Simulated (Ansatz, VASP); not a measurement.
## TiN in VASP and in Ansatz

```xyz
2
Lattice="0.0000 2.1190 2.1190 2.1190 0.0000 2.1190 2.1190 2.1190 0.0000" Properties=species:S:1:pos:R:3 pbc="T T T"
Ti    0.0000    0.0000    0.0000
N     2.1190    2.1190    2.1190
```

Alike in both runs: task single point; functional r2SCAN; k mesh 8 × 8 × 8; occupations gaussian, width 0.1 eV; no spin polarisation.

```csv
,VASP,Ansatz
version,VASP 6.6.1,Ansatz 0.2.0
potentials or method,"VASP PAW PBE potentials, release 64 (Ti_sv, N), cutoff 520 eV","scalar-relativistic, plane waves, PAW"
valence electrons in the cell,17,17
```

Ansatz gave:

| Item | Value |
| --- | --- |
| gap on the k mesh at the Fermi level (eV) | none |
| pressure (GPa) | -0.9 |

Problem. Estimate VASP's values.

Solution. gap on the k mesh at the Fermi level (eV): none; pressure (GPa): 0.6.

VASP's potentials were made for PBE, not for r2SCAN. A gap of «none» marks a metal or a gap that the smearing closes.
